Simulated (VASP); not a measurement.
# NbAs (I4_1md) in VASP: settings compared

The runs below take NbAs through single point, with PBEsol+D3(BJ), LDA+U.

Program: VASP 6.6.1. These are calculated values, not measurements. Logs are shortened: lines on timing, memory, paths and dates and some standing lists are left out, and cuts for length are marked.

### 1 The cell of the first run

Symmetry: I4_1md, No. 109, tetragonal system. Conventional cell: a = 3.452 Å, b = 3.452 Å, c = 11.680 Å, α = 90.00°, β = 90.00°, γ = 90.00°. Nb (site symmetry 2mm) has 6 As at 2.60 to 2.63 Å and 8 Nb at 3.39 to 3.45 Å within 3.5 Å. As (site symmetry 2mm) has 6 Nb at 2.60 to 2.63 Å and 8 As at 3.39 to 3.45 Å within 3.5 Å.

### 2 Single point, PBEsol+D3(BJ)

Input file INCAR:

```
PREC = Accurate ; ENCUT = 520
EDIFF = 1E-6 ; ISMEAR = -1
SIGMA = 0.05 ; LREAL = F
LASPH = T ; NELM = 80
ALGO = Normal ; ISIF = 2
LWAVE = F ; LCHARG = F
GGA = PS ; IVDW = 12
NBANDS = 26
```

Input file KPOINTS:

```
Automatic mesh
0
Gamma
  11 11 11
```

Input file POSCAR:

```
NbAs
1.0
   -1.7258500000      1.7258500000      5.8400000000
    1.7258500000     -1.7258500000      5.8400000000
    1.7258500000      1.7258500000     -5.8400000000
Nb As
2 2
Direct
    0.5000000000      0.0000000000      0.5000000000
    0.7500000000      0.7500000000      0.0000000000
    0.9160000000      0.4160000000      0.5000000000
    0.1660000000      0.1660000000      0.0000000000
```

Potentials or basis: VASP PAW PBE potentials, release 64 (Nb_sv, As).

The run is started by

```
> cat potpaw_PBE.64/Nb_sv/POTCAR potpaw_PBE.64/As/POTCAR > POTCAR
> mpirun -np 1 vasp_std > vasp.out
```

OUTCAR:

```text
PREC = Accurate
   ENCUT = 520
   EDIFF = 1E-6
   ISMEAR = -1
   LREAL = F
   LASPH = T
   NELM = 80
   ISIF = 2
   GGA = PS
   IVDW = 12
 IVDW          = 12

 ion  position               nearest neighbor table
   1  0.500  0.000  0.500-   4 2.60   4 2.60   3 2.63   3 2.63   3 2.63   3 2.63
   2  0.750  0.750  0.000-   3 2.60   3 2.60   4 2.63   4 2.63   4 2.63   4 2.63
   3  0.916  0.416  0.500-   2 2.60   2 2.60   1 2.63   1 2.63   1 2.63   1 2.63
   4  0.166  0.166  0.000-   1 2.60   1 2.60   2 2.63   2 2.63   2 2.63   2 2.63

  LATTYP: Found a body centered tetragonal cell.
 ALAT       =     3.4517000000
 C/A-ratio  =     3.3838398470

  Lattice vectors:

 A1 = (  -1.7258500000,   1.7258500000,   5.8400000000)
 A2 = (   1.7258500000,  -1.7258500000,   5.8400000000)
 A3 = (   1.7258500000,   1.7258500000,  -5.8400000000)

Analysis of symmetry for initial positions (statically):
=====================================================================
 Subroutine PRICEL returns:
 Original cell was already a primitive cell.

 Routine SETGRP: Setting up the symmetry group for a
 body centered tetragonal supercell.

 Subroutine GETGRP returns: Found  8 space group operations
 (whereof  4 operations were pure point group operations)
 out of a pool of 16 trial point group operations.

The static configuration has the point symmetry C_2v.
 The point group associated with its full space group is C_4v.

Analysis of symmetry for dynamics (positions and initial velocities):
=====================================================================
 Subroutine PRICEL returns:
 Original cell was already a primitive cell.

 Routine SETGRP: Setting up the symmetry group for a
 body centered tetragonal supercell.

 Subroutine GETGRP returns: Found  8 space group operations
 (whereof  4 operations were pure point group operations)
 out of a pool of 16 trial point group operations.

The dynamic configuration has the point symmetry C_2v.
 The point group associated with its full space group is C_4v.

 Subroutine INISYM returns: Found  8 space group operations
 (whereof  4 operations are pure point group operations),
 and found     1 'primitive' translations

----------------------------------------------------------------------------------------

                                     Primitive cell

  volume of cell :      69.5791

  direct lattice vectors                    reciprocal lattice vectors
    -1.725850000  1.725850000  5.840000000     0.000000000  0.289712316  0.085616438
     1.725850000 -1.725850000  5.840000000     0.289712316  0.000000000  0.085616438
     1.725850000  1.725850000 -5.840000000     0.289712316  0.289712316  0.000000000

  length of vectors
     6.329511549  6.329511549  6.329511549     0.302098329  0.302098329  0.409715086

  position of ions in fractional coordinates (direct lattice)
     0.500000000  0.000000000  0.500000000
     0.750000000  0.750000000  0.000000000
     0.916000000  0.416000000  0.500000000
     0.166000000  0.166000000  0.000000000

  ion indices of the primitive-cell ions
   primitive index   ion index
                 1           1
                 2           2
                 3           3
                 4           4

----------------------------------------------------------------------------------------

 KPOINTS: Automatic mesh

Automatic generation of k-mesh.
 Grid dimensions read from file:
 generate k-points for:   11   11   11

 Generating k-lattice:

  Cartesian coordinates                     Fractional coordinates (reciprocal lattice)
     0.000000000  0.026337483  0.007783313     0.090909091 -0.000000000  0.000000000
     0.026337483  0.000000000  0.007783313    -0.000000000  0.090909091  0.000000000
     0.026337483  0.026337483  0.000000000     0.000000000  0.000000000  0.090909091

  Length of vectors
     0.027463484  0.027463484  0.037246826

  Shift w.r.t. Gamma in fractional coordinates (k-lattice)
     0.000000000  0.000000000  0.000000000

 Subroutine IBZKPT returns following result:
 ===========================================

 Found    126 irreducible k-points:

 Following reciprocal coordinates:
            Coordinates               Weight
  0.000000  0.000000  0.000000      1.000000
  0.090909 -0.000000  0.000000      8.000000
  0.181818 -0.000000  0.000000      8.000000
  0.272727 -0.000000  0.000000      8.000000
  0.363636 -0.000000  0.000000      8.000000
  0.454545 -0.000000  0.000000      8.000000
[... 16 lines left out ...]
 -0.272727  0.181818 -0.000000     16.000000
 -0.181818  0.181818  0.000000      4.000000
 [... further k-points ...]
   k-points           NKPTS =    126   k-points in BZ     NKDIM =    126   number of bands    NBANDS=     26
   number of dos      NEDOS =    301   number of ions     NIONS =      4
   total plane-waves  NPLWV = 110592
   dimension x,y,z NGX =    48 NGY =   48 NGZ =   48
   dimension x,y,z NGXF=    96 NGYF=   96 NGZF=   96
   ions per type =               2   2
   NGX,Y,Z   is equivalent  to a cutoff of  12.61, 12.61, 12.61 a.u.
   NGXF,Y,Z  is equivalent  to a cutoff of  25.21, 25.21, 25.21 a.u.
 SYSTEM =  unknown system
   PREC   = accura    normal or accurate (medium, high low for compatibility)
   ISTART =      0    job   : 0-new  1-cont  2-samecut
   ICHARG =      2    charge: 1-file 2-atom 10-const
   ISPIN  =      1    spin polarized calculation?
   LNONCOLLINEAR =      F non collinear calculations
   LSORBIT =      F    spin-orbit coupling
   LASPH  =      T    aspherical Exc in radial PAW
   ENCUT  =  520.0 eV  38.22 Ry    6.18 a.u.  11.77 11.77 11.77*2*pi/ulx,y,z
   NELM   =     80;   NELMIN=  2; NELMDL= -5     # of ELM steps
   EDIFF  = 0.1E-05   stopping-criterion for ELM
   LREAL  =      F    real-space projection
   EDIFFG = 0.1E-04   stopping-criterion for IOM
   NSW    =      0    number of steps for IOM
   IBRION =     -1    ionic relax: 0-MD 1-quasi-New 2-CG
   NFREE  =      0    steps in history (QN), initial steepest desc. (CG)
   ISIF   =      2    stress and relaxation
   ISYM   =      2    0-nonsym 1-usesym 2-fastsym
   POTIM  = 0.5000    time-step for ionic-motion
   TEBEG  =    0.0;   TEEND  =   0.0 temperature during run
   PSTRESS=    0.0 pullay stress
   NELECT =      36.0000    total number of electrons
   NUPDOWN=      -1.0000    fix difference up-down
   EMIN   =  10.00;   EMAX   =-10.00  energy-range for DOS
   EFERMI =   0.00;   METHOD = LEGACY
   ISMEAR =    -1;   SIGMA  =   0.05  broadening in eV -4-tet -1-fermi 0-gaus
   EFERMI_NEDOS =   21; number of points for ismear=-14 and -15
   IALGO  =     38    algorithm
   IMIX   =      4    mixing-type and parameters
     AMIX     =   0.40;   BMIX     =  1.00
     AMIX_MAG =   1.60;   BMIX_MAG =  1.00
  volume/ion in A,a.u.               =      17.39       117.39
  Fermi-wavevector in a.u.,A,eV,Ry     =   1.314264  2.483599 23.501213  1.727290
  Thomas-Fermi vector in A             =   2.444529
   LORBIT       =      0    0 simple, 1 ext, 2 COOP (PROOUT), +10 PAW based schemes
   GGA     = PS    functional components
   LHFCALC =     F    Hartree Fock is set to
   AEXX    =    0.0000 exact exchange contribution
   IVDW    =    12    specifies the selected vdW correction
   LEPSILON=     F    determine dielectric tensor
   LRPA    =     F    only Hartree local field effects (RPA)
 non-spin polarized calculation
  energy-cutoff  :      520.00
  volume of cell :       69.58
 maximum number of plane-waves:      1896
   NGX = 23   NGY = 23   NGZ = 23

 number of electron      35.9999999 magnetization

 Free energy of the ion-electron system (eV)
  ---------------------------------------------------
  ext. energy  EPLUGINS =         0.00000000
  ---------------------------------------------------
  free energy    TOTEN  =       -35.10975465 eV

  energy without entropy =      -35.10360424  energy(sigma->0) =      -35.10667945

 E-fermi :   9.5066     XC(G=0): -11.9628

 val. band max:        9.4805205286   @ k =  -0.0909   0.4545   0.0909
 cond. band min:       9.5108354412   @ k =  -0.1818  -0.4545   0.1818
 fundamental gap:      0.0303149126
 Fermi energy:         9.5066405382

 k-point     1 :       0.0000    0.0000    0.0000
  band No.  band energies     occupation
      1     -45.5150      2.00000
      2     -45.4862      2.00000
      3     -21.7635      2.00000
      4     -21.6532      2.00000
      5     -21.6532      2.00000
      6     -21.4918      2.00000
[... 18 lines left out ...]
     25      13.4801      0.00000
     26      13.4807      0.00000

 k-point     2 :       0.0909   -0.0000    0.0000
  band No.  band energies     occupation
      1     -45.5136      2.00000
      2     -45.4857      2.00000
      3     -21.7578      2.00000
      4     -21.6695      2.00000
      5     -21.6517      2.00000
      6     -21.5083      2.00000
[... 18 lines left out ...]
     25      13.5591      0.00000
     26      13.8198      0.00000

 k-point     3 :       0.1818   -0.0000    0.0000
  band No.  band energies     occupation
      1     -45.5098      2.00000
      2     -45.4844      2.00000
      3     -21.7504      2.00000
      4     -21.7047      2.00000
      5     -21.6476      2.00000
      6     -21.5494      2.00000
[... 18 lines left out ...]
     25      13.8506      0.00000
     26      14.5782      0.00000

 k-point     4 :       0.2727   -0.0000    0.0000
  band No.  band energies     occupation
      1     -45.5046      2.00000
      2     -45.4829      2.00000
      3     -21.7894      2.00000
      4     -21.7017      2.00000
      5     -21.6422      2.00000
      6     -21.5983      2.00000
[... 18 lines left out ...]
     25      13.9373      0.00000
     26      15.3051      0.00000
[... 496 lines left out ...]
      1     -45.4959      2.00000
      2     -45.4786      2.00000
      3     -21.8309      2.00000
      4     -21.7089      2.00000
      5     -21.6679      2.00000
      6     -21.6255      2.00000
[... 18 lines left out ...]
     25      13.7631      0.00000
     26      15.4995      0.00000

 k-point    23 :      -0.2727    0.1818   -0.0000
  band No.  band energies     occupation
      1     -45.5009      2.00000
      2     -45.4797      2.00000
      3     -21.7795      2.00000
      4     -21.7182      2.00000
      5     -21.6762      2.00000
      6     -21.5932      2.00000
[... 18 lines left out ...]
     25      13.7297      0.00000
     26      15.1198      0.00000

 k-point    24 :      -0.1818    0.1818    0.0000
  band No.  band energies     occupation
      1     -45.5057      2.00000
      2     -45.4816      2.00000
      3     -21.7440      2.00000
      4     -21.7143      2.00000
      5     -21.6845      2.00000
      6     -21.5491      2.00000
[... 18 lines left out ...]
     25      13.2815      0.00000
     26      14.7603      0.00000

 [... further k-points ...]

------------------------ aborting loop because EDIFF is reached ----------------------------------------

 Edisp (eV)   -2.43267

 E8    (eV) :    -1.6589

  FORCE on cell =-STRESS in cart. coord.  units (eV):
  Direction    XX          YY          ZZ          XY          YZ          ZX
  --------------------------------------------------------------------------------------
  -------------------------------------------------------------------------------------
  Total      -3.57724    -3.57724    -3.15315     0.00000     0.00000     0.00000
  in kB     -82.37213   -82.37213   -72.60668     0.00000     0.00000     0.00000
  external pressure =      -79.12 kB  Pullay stress =        0.00 kB

 VOLUME and BASIS-vectors are now :
 -----------------------------------------------------------------------------
  energy-cutoff  :      520.00
  volume of cell :       69.58
      direct lattice vectors                 reciprocal lattice vectors
    -1.725850000  1.725850000  5.840000000     0.000000000  0.289712316  0.085616438
     1.725850000 -1.725850000  5.840000000     0.289712316  0.000000000  0.085616438
     1.725850000  1.725850000 -5.840000000     0.289712316  0.289712316  0.000000000

 POSITION                                       TOTAL-FORCE (eV/Angst)
 -----------------------------------------------------------------------------------
      0.00000      1.72585      0.00000         0.000000     -0.000000     -0.289739
      0.00000      0.00000      8.76000        -0.000000      0.000000     -0.289739
      0.00000      1.72585      4.85888         0.000000      0.000000      0.289739
      0.00000      0.00000      1.93888        -0.000000     -0.000000      0.289739
 -----------------------------------------------------------------------------------
    total drift:                               -0.000000     -0.000000      0.000104

  FREE ENERGIE OF THE ION-ELECTRON SYSTEM (eV)
  ---------------------------------------------------
  free  energy   TOTEN  =       -37.5424292715 eV

  energy  without entropy=      -37.5362788591  energy(sigma->0) =      -37.53935407
```

Run time: 3.5 min. Hardware: 1 thread of Intel Xeon 6975P-C (Granite Rapids), shared host; peak memory 0.46 GiB.

Results:

```yaml
Free_energy: -37.5424 eV
Pressure: -7.9 GPa
Largest_force: 0.290 eV/Å
Band_gap_on_the_k_mesh: 0.02 eV (least direct gap 0.07 eV)
Dispersion_energy_per_atom: -0.608 eV
```

Forces on the atoms (eV/Å):
```
Nb   0.000  0.000 -0.290
Nb   0.000  0.000 -0.290
As   0.000  0.000  0.290
As   0.000  0.000  0.290
```

Caveat: three body term missing; the cell stands under tension; the smearing spreads over this small gap; the PAW data sets were made with another functional, which shifts forces and pressure a little. A k mesh can miss the band edges.

(Part 1 of 2 ends here.)

The gap in the log of VASP goes by the Fermi energy; the results here count the filled bands.